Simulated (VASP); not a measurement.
# Si25C23 (a cell with a defect) (Moissanite) in VASP: electric field gradients with PBE

Aim: the electric field gradients of Si25C23 (a cell with a defect) (Moissanite) with PBE.

All numbers are computed with VASP 6.6.1; they aren't measurements. Logs are shortened: lines on timing, memory, paths and dates and some standing lists are left out, and cuts for length are marked.

## (1) The cell of the first run

The cell holds a defect, 48 atoms: a = 6.152 Å, b = 9.228 Å, c = 10.096 Å, α = 90.00°, β = 90.00°, γ = 120.00°.

## (2) Electric field gradients, PBE

INCAR

```
SYSTEM = Si25C23
PREC = Accurate
ENCUT = 520
EDIFF = 1E-8
ISMEAR = -1
SIGMA = 0.01
LREAL = Auto
LASPH = .True.
NELM = 100
ALGO = Normal
ISIF = 2
LWAVE = .False.
LCHARG = .False.
GGA = PE
LEFG = .True.
NBANDS = 126
```

KPOINTS

```
regular mesh
0
Gamma
  4 3 2
  0 0 0
```

POSCAR

```
Si25C23
1.0
    6.1520000000      0.0000000000      0.0000000000
   -4.6140000000      7.9916824260      0.0000000000
    0.0000000000      0.0000000000     10.0960000000
Si C
25 23
Direct
    0.1666666666      0.2222222222      0.0000000000
    0.1666666666      0.2222222222      0.5000000000
    0.1666666666      0.5555555556      0.0000000000
    0.1666666666      0.5555555556      0.5000000000
    0.1666666666      0.8888888889      0.0000000000
    0.1666666666      0.8888888889      0.5000000000
    0.6666666666      0.2222222222      0.0000000000
    0.6666666666      0.2222222222      0.5000000000
    0.6666666666      0.5555555556      0.0000000000
    0.6666666666      0.5555555556      0.5000000000
    0.6666666666      0.8888888889      0.0000000000
    0.6666666666      0.8888888889      0.5000000000
    0.3333333334      0.1111111111      0.2500000000
    0.3333333334      0.1111111111      0.7500000000
    0.3333333334      0.4444444444      0.2500000000
    0.3333333334      0.4444444444      0.7500000000
    0.3333333334      0.7777777778      0.2500000000
    0.3333333334      0.7777777778      0.7500000000
    0.8333333334      0.1111111111      0.2500000000
    0.8333333334      0.1111111111      0.7500000000
    0.8333333334      0.4444444444      0.2500000000
    0.8333333334      0.4444444444      0.7500000000
    0.8333333334      0.7777777778      0.2500000000
    0.8333333334      0.7777777778      0.7500000000
    0.1666666666      0.2222222222      0.1925000000
    0.1666666666      0.2222222222      0.6925000000
    0.1666666666      0.5555555556      0.1925000000
    0.1666666666      0.5555555556      0.6925000000
    0.1666666666      0.8888888889      0.1925000000
    0.1666666666      0.8888888889      0.6925000000
    0.6666666666      0.2222222222      0.1925000000
    0.6666666666      0.2222222222      0.6925000000
    0.6666666666      0.5555555556      0.1925000000
    0.6666666666      0.5555555556      0.6925000000
    0.6666666666      0.8888888889      0.1925000000
    0.6666666666      0.8888888889      0.6925000000
    0.3333333334      0.1111111111      0.4425000000
    0.3333333334      0.1111111111      0.9425000000
    0.3333333334      0.4444444444      0.4425000000
    0.3333333334      0.4444444444      0.9425000000
    0.3333333334      0.7777777778      0.4425000000
    0.3333333334      0.7777777778      0.9425000000
    0.8333333334      0.1111111111      0.4425000000
    0.8333333334      0.1111111111      0.9425000000
    0.8333333334      0.4444444444      0.4425000000
    0.8333333334      0.4444444444      0.9425000000
    0.8333333334      0.7777777778      0.4425000000
    0.8333333334      0.7777777778      0.9425000000
```

Potentials or basis: VASP PAW PBE potentials, release 64 (Si, C).

Command:

```console
$ cat potpaw_PBE.64/Si/POTCAR potpaw_PBE.64/C/POTCAR > POTCAR
$ mpirun -np 1 vasp_std > vasp.out
```

OUTCAR:

```text
SYSTEM = Si25C23
   PREC = Accurate
   ENCUT = 520
   EDIFF = 1E-8
   ISMEAR = -1
   LREAL = Auto
   LASPH = .True.
   NELM = 100
   ISIF = 2
   GGA = PE

 ion  position               nearest neighbor table
   1  0.167  0.222  0.000-  44 1.87  40 1.87  38 1.87  25 1.94   5 3.08  11 3.08   7 3.08   7 3.08
                             9 3.08   3 3.08  19 3.09  20 3.09  15 3.09  16 3.09  13 3.09  14 3.09
   2  0.167  0.222  0.500-  43 1.87  39 1.87  37 1.87  26 1.94   6 3.08  12 3.08   8 3.08   8 3.08
                            10 3.08   4 3.08  19 3.09  20 3.09  15 3.09  16 3.09  13 3.09  14 3.09
   3  0.167  0.556  0.000-  46 1.87  42 1.87  40 1.87  27 1.94   5 3.08  11 3.08   9 3.08   9 3.08
                             7 3.08   1 3.08  21 3.09  22 3.09  17 3.09  18 3.09  15 3.09  16 3.09
   4  0.167  0.556  0.500-  45 1.87  41 1.87  39 1.87  28 1.94   6 3.08  12 3.08  10 3.08  10 3.08
                             8 3.08   2 3.08  21 3.09  22 3.09  17 3.09  18 3.09  15 3.09  16 3.09
   5  0.167  0.889  0.000-  48 1.87  38 1.87  42 1.87  29 1.94   3 3.08   1 3.08   9 3.08   7 3.08
                            11 3.08  11 3.08  23 3.09  24 3.09  13 3.09  14 3.09  17 3.09  18 3.09
   6  0.167  0.889  0.500-  47 1.87  37 1.87  41 1.87  30 1.94   4 3.08   2 3.08  10 3.08   8 3.08
                            12 3.08  12 3.08  23 3.09  24 3.09  13 3.09  14 3.09  17 3.09  18 3.09
   7  0.667  0.222  0.000-  38 1.87  46 1.87  44 1.87  31 1.94  11 3.08   5 3.08   1 3.08   1 3.08
                             3 3.08   9 3.08  13 3.09  14 3.09  21 3.09  22 3.09  19 3.09  20 3.09
   8  0.667  0.222  0.500-  37 1.87  45 1.87  43 1.87  32 1.94  12 3.08   6 3.08   2 3.08   2 3.08
                             4 3.08  10 3.08  13 3.09  14 3.09  21 3.09  22 3.09  19 3.09  20 3.09
   9  0.667  0.556  0.000-  40 1.87  48 1.87  46 1.87  33 1.94  11 3.08   5 3.08   3 3.08   3 3.08
[... 16 lines left out ...]
                            21 3.08  15 3.08  11 3.09  12 3.09   3 3.09   4 3.09   5 3.09   6 3.09
  18  0.333  0.778  0.750-  36 1.87  28 1.87  30 1.87  42 1.94  14 3.08  20 3.08  24 3.08  24 3.08
                            22 3.08  16 3.08  11 3.09  12 3.09   3 3.09   4 3.09   5 3.09   6 3.09
  19  0.833  0.111  0.250-  25 1.87  35 1.87  31 1.87  43 1.94  21 3.08  23 3.08  15 3.08  17 3.08
                            13 3.08  13 3.08   1 3.09   2 3.09  11 3.09  12 3.09   7 3.09   8 3.09
  20  0.833  0.111  0.750-  26 1.87  36 1.87  32 1.87  44 1.94  22 3.08  24 3.08  16 3.08  18 3.08
                            14 3.08  14 3.08   1 3.09   2 3.09  11 3.09  12 3.09   7 3.09   8 3.09
  21  0.833  0.444  0.250-  27 1.87  31 1.87  33 1.87  45 1.94  19 3.08  13 3.08  15 3.08  15 3.08
                            17 3.08  23 3.08   3 3.09   4 3.09   7 3.09   8 3.09   9 3.09  10 3.09
  22  0.833  0.444  0.750-  28 1.87  32 1.87  34 1.87  46 1.94  20 3.08  14 3.08  16 3.08  16 3.08
                            18 3.08  24 3.08   3 3.09   4 3.09   7 3.09   8 3.09   9 3.09  10 3.09
  23  0.833  0.778  0.250-  29 1.87  33 1.87  35 1.87  47 1.94  19 3.08  13 3.08  17 3.08  17 3.08
                            15 3.08  21 3.08   5 3.09   6 3.09   9 3.09  10 3.09  11 3.09  12 3.09
  24  0.833  0.778  0.750-  30 1.87  34 1.87  36 1.87  48 1.94  20 3.08  14 3.08  18 3.08  18 3.08
                            16 3.08  22 3.08   5 3.09   6 3.09   9 3.09  10 3.09  11 3.09  12 3.09
  25  0.167  0.222  0.193-  19 1.87  15 1.87  13 1.87   1 1.94   2 3.10
  26  0.167  0.222  0.693-  20 1.87  16 1.87  14 1.87   2 1.94
  27  0.167  0.556  0.193-  21 1.87  17 1.87  15 1.87   3 1.94
  28  0.167  0.556  0.693-  22 1.87  18 1.87  16 1.87   4 1.94
  29  0.167  0.889  0.193-  23 1.87  13 1.87  17 1.87   5 1.94
  30  0.167  0.889  0.693-  24 1.87  14 1.87  18 1.87   6 1.94
  31  0.667  0.222  0.193-  13 1.87  21 1.87  19 1.87   7 1.94
[... 15 lines left out ...]
  47  0.833  0.778  0.443-   6 1.87  10 1.87  12 1.87  23 1.94
  48  0.833  0.778  0.943-   5 1.87   9 1.87  11 1.87  24 1.94

  LATTYP: Found a simple monoclinic cell.
 ALAT       =     6.1520000000
 B/A-ratio  =     1.6410923277
 C/A-ratio  =     1.3228756555
 COS(beta)  =    -0.1889822365

  Lattice vectors:

 A1 = (   6.1520000000,   0.0000000000,   0.0000000000)
 A2 = (   0.0000000000,   0.0000000000,  10.0960000000)
 A3 = (  -1.5380000000,  -7.9916824260,   0.0000000000)

Analysis of symmetry for initial positions (statically):
=====================================================================
 Subroutine PRICEL returns:
 Original cell was already a primitive cell.

 Routine SETGRP: Setting up the symmetry group for a
 simple monoclinic supercell.

 Subroutine GETGRP returns: Found  1 space group operations
 (whereof  1 operations were pure point group operations)
 out of a pool of  4 trial point group operations.

The static configuration has the point symmetry C_1 .

Analysis of symmetry for dynamics (positions and initial velocities):
=====================================================================
 Subroutine PRICEL returns:
 Original cell was already a primitive cell.

 Routine SETGRP: Setting up the symmetry group for a
 simple monoclinic supercell.

 Subroutine GETGRP returns: Found  1 space group operations
 (whereof  1 operations were pure point group operations)
 out of a pool of  4 trial point group operations.

[... 211 lines left out ...]
   LRPA    =     F    only Hartree local field effects (RPA)
 non-spin polarized calculation
  energy-cutoff  :      520.00
  volume of cell :      496.37
 maximum number of plane-waves:     13404
 NGX is ok and might be reduce to    48
   NGX = 23   NGY = 35   NGZ = 37

 number of electron     192.0000004 magnetization

 Free energy of the ion-electron system (eV)
  ---------------------------------------------------
  ext. energy  EPLUGINS =         0.00000000
  ---------------------------------------------------
  free energy    TOTEN  =      -347.68060945 eV

  energy without entropy =     -347.68060945  energy(sigma->0) =     -347.68060945

 E-fermi :   8.9703     XC(G=0): -11.3871

 val. band max:        8.6982011763   @ k =   0.0000   0.0000   0.0000
 cond. band min:      10.8005948103   @ k =   0.2500   0.0000   0.0000
 fundamental gap:      2.1023936340
 Fermi energy:         8.9703073722

 k-point     1 :       0.0000    0.0000    0.0000
  band No.  band energies     occupation
      1      -7.1364      2.00000
      2      -5.9471      2.00000
      3      -5.9340      2.00000
      4      -5.2873      2.00000
      5      -5.2598      2.00000
      6      -4.1855      2.00000
[... 1543 lines left out ...]
    107      13.0602      0.00000
    108      13.0828      0.00000
 [bands above 108 left out]

------------------------ aborting loop because EDIFF is reached ----------------------------------------

  FORCE on cell =-STRESS in cart. coord.  units (eV):
  Direction    XX          YY          ZZ          XY          YZ          ZX
  --------------------------------------------------------------------------------------
  -------------------------------------------------------------------------------------
  Total       48.5747229     48.5191824     29.6153440      0.0007422     -0.0037725      0.0026726
  in kB      156.7895190    156.6102452     95.5924248      0.0023956     -0.0121769      0.0086265
  external PRESSURE =     136.3307297 kB  Pullay stress =       0.0000000 kB

 VOLUME and BASIS-vectors are now :
 -----------------------------------------------------------------------------
  energy-cutoff  :      520.00
  volume of cell :      496.37
      direct lattice vectors                 reciprocal lattice vectors
     6.152000000  0.000000000  0.000000000     0.162548765  0.093847573  0.000000000
    -4.614000000  7.991682426  0.000000000     0.000000000  0.125130097  0.000000000
     0.000000000  0.000000000 10.096000000     0.000000000  0.000000000  0.099049128

 POSITION                                       TOTAL-FORCE (eV/Angst)
 -----------------------------------------------------------------------------------
     -0.00000      1.77593      0.00000         0.000086     -0.000274     -7.938193
     -0.00000      1.77593      5.04800         0.000137      0.001807      0.963539
     -1.53800      4.43982      0.00000         0.002249      0.009738      0.738618
     -1.53800      4.43982      5.04800         0.008349      0.000767      0.759042
     -3.07600      7.10372      0.00000         0.014615     -0.006969      0.742969
     -3.07600      7.10372      5.04800         0.009315      0.001329      0.756279
[... 40 lines left out ...]
      1.53800      6.21575      4.46748        -0.006981     -0.007461     -0.757579
      1.53800      6.21575      9.51548        -0.004793     -0.001591     -0.743412
 -----------------------------------------------------------------------------------
    total drift:                               -0.004295      0.002752     -0.126411

  FREE ENERGIE OF THE ION-ELECTRON SYSTEM (eV)
  ---------------------------------------------------
  free  energy   TOTEN  =      -347.6806094487 eV

  energy  without entropy=     -347.6806094487  energy(sigma->0) =     -347.68060945

 Electric field gradients (V/A^2)
---------------------------------------------------------------------
 ion       V_xx      V_yy      V_zz      V_xy      V_xz      V_yz
---------------------------------------------------------------------
   1      21.811    21.836   -43.647     0.015    -0.009     0.023
   2      -8.598    -8.579    17.177     0.014    -0.007     0.032
   3      -8.812    -8.616    17.428     0.089    -0.197     0.168
   4      -8.751    -8.552    17.303    -0.121    -0.368     0.127
   5      -8.607    -8.740    17.347     0.029     0.025    -0.244
   6      -8.743    -8.562    17.305    -0.075    -0.077    -0.379
[... 40 lines left out ...]
  47      -1.481    -1.454     2.935     0.025    -0.016     0.032
  48      -1.524    -1.402     2.925     0.023    -0.004    -0.040
---------------------------------------------------------------------

 Electric field gradients after diagonalization (V/A^2)
 (convention: |V_zz| > |V_xx| > |V_yy|)
----------------------------------------------------------------------
 ion       V_xx      V_yy      V_zz     asymmetry (V_yy - V_xx)/ V_zz
----------------------------------------------------------------------
   1      21.843    21.804   -43.647       0.001
   2      -8.606    -8.571    17.177       0.002
   3      -8.848    -8.582    17.430       0.015
   4      -8.811    -8.498    17.309       0.018
   5      -8.748    -8.601    17.349       0.009
   6      -8.772    -8.540    17.311       0.013
[... 40 lines left out ...]
  47      -1.496    -1.439     2.935       0.020
  48      -1.528    -1.398     2.926       0.044
----------------------------------------------------------------------

           NMR quadrupolar parameters

 Cq : quadrupolar parameter    Cq=e*Q*V_zz/h
 eta: asymmetry parameters     (V_yy - V_xx)/ V_zz
 Q  : nuclear electric quadrupole moment in mb (millibarn)
----------------------------------------------------------------------
 ion       Cq(MHz)       eta       Q (mb)
----------------------------------------------------------------------
   1      -0.106       0.001       1.000
   2       0.042       0.002       1.000
   3       0.042       0.015       1.000
   4       0.042       0.018       1.000
   5       0.042       0.009       1.000
   6       0.042       0.013       1.000
[... 40 lines left out ...]
  47       0.007       0.020       1.000
  48       0.007       0.044       1.000
----------------------------------------------------------------------
```

Wall time 36 min (1 thread of Intel Xeon Platinum 8259CL at 2.50GHz (Skylake/Cascade Lake), shared host); peak memory 0.88 GiB.

What came out:

```
Free energy            : -347.6806 eV
Pressure               : 13.6 GPa
Largest force          : 11.339 eV/Å
Band gap on the k mesh : 2.10 eV
```

Forces in eV/Å, atoms in the order of the input:
```
Si   0.000  0.000 -7.938
Si   0.000  0.002  0.964
Si   0.002  0.010  0.739
Si   0.008  0.001  0.759
Si   0.015 -0.007  0.743
Si   0.009  0.001  0.756
Si   0.000 -0.017  0.708
Si   0.000 -0.016  0.755
Si   0.002  0.013  0.727
Si  -0.004  0.004  0.760
Si  -0.015 -0.010  0.732
Si  -0.010 -0.001  0.755
Si   9.089 -5.251  4.227
Si   0.019 -0.004  0.761
Si  -0.011 10.516  4.241
Si   0.000  0.019  0.762
Si  -0.019 -0.015  0.724
Si   0.002  0.002  0.747
Si  -9.090 -5.244  4.233
Si  -0.018 -0.005  0.760
Si   0.007  0.026  0.754
Si  -0.003  0.001  0.748
Si   0.019 -0.016  0.746
Si  -0.002 -0.003  0.748
Si   0.000 -0.004 -2.347
C    0.002 -0.003 -0.747
C   -0.202  0.228 -0.787
C   -0.009  0.003 -0.766
C    0.124 -0.268 -0.783
C   -0.006 -0.012 -0.765
C    0.002  0.094 -0.795
C    0.003  0.020 -0.760
C    0.208  0.259 -0.785
C    0.016  0.001 -0.765
C   -0.122 -0.310 -0.783
C    0.009 -0.011 -0.764
C    0.110 -0.058 -0.459
C    0.190 -0.112 -1.051
C   -0.003  0.118 -0.458
C   -0.003  0.218 -1.053
C    0.003  0.008 -0.762
C    0.000  0.005 -0.736
C   -0.112 -0.057 -0.461
C   -0.193 -0.111 -1.048
C   -0.003 -0.003 -0.773
C   -0.003 -0.001 -0.763
C   -0.007 -0.007 -0.758
C   -0.005 -0.002 -0.743
```

Stress tensor (GPa, compression positive):
```
15.68  0.00  0.00
 0.00 15.66  0.00
 0.00  0.00  9.56
```

Electric field gradients, principal values (V/Å²):
```
 atom   least  middle  greatest (by size)
 1 Si  21.804  21.843             -43.647
 2 Si  -8.571  -8.606              17.177
 3 Si  -8.582  -8.848              17.430
 4 Si  -8.498  -8.811              17.309
 5 Si  -8.601  -8.748              17.349
 6 Si  -8.540  -8.772              17.311
 7 Si  -8.673  -8.940              17.613
 8 Si  -8.542  -8.799              17.341
 9 Si  -8.691  -8.854              17.544
10 Si  -8.512  -8.817              17.329
11 Si  -8.660  -8.748              17.408
12 Si  -8.499  -8.819              17.318
13 Si  21.740  45.624             -67.364
14 Si  -8.397  -8.526              16.923
15 Si  22.177  45.698             -67.876
16 Si  -8.441  -8.464              16.905
17 Si  -7.404  -9.959              17.363
18 Si  -8.723  -8.811              17.534
19 Si  21.708  45.624             -67.333
20 Si  -8.414  -8.520              16.934
21 Si  -8.301  -9.000              17.301
22 Si  -8.691  -8.780              17.471
23 Si  -8.109  -9.166              17.275
24 Si  -8.716  -8.764              17.479
25 Si  -8.846  -9.309              18.155
 26 C  -1.491  -1.532               3.023
 27 C  -0.727  -2.111               2.838
 28 C  -1.474  -1.579               3.052
 29 C  -0.680  -2.202               2.883
 30 C  -1.493  -1.544               3.037
 31 C  -0.198  -2.396               2.594
 32 C  -1.553  -1.588               3.141
 33 C  -0.678  -2.034               2.711
 34 C  -1.481  -1.572               3.052
 35 C  -0.643  -2.081               2.724
 36 C  -1.465  -1.553               3.018
 37 C  -1.793  -1.994               3.787
 38 C  -1.513  -1.591               3.104
 39 C  -1.786  -2.054               3.839
 40 C  -1.529  -1.580               3.109
 41 C  -1.447  -1.534               2.981
 42 C  -1.429  -1.523               2.952
 43 C  -1.784  -2.017               3.801
 44 C  -1.532  -1.571               3.103
 45 C  -1.425  -1.490               2.915
 46 C  -1.450  -1.472               2.921
 47 C  -1.439  -1.496               2.935
 48 C  -1.398  -1.528               2.926
```

Caveat: without QUAD_EFG the Cq values of the log hold for a quadrupole moment of 1 mb, not for the nuclei.
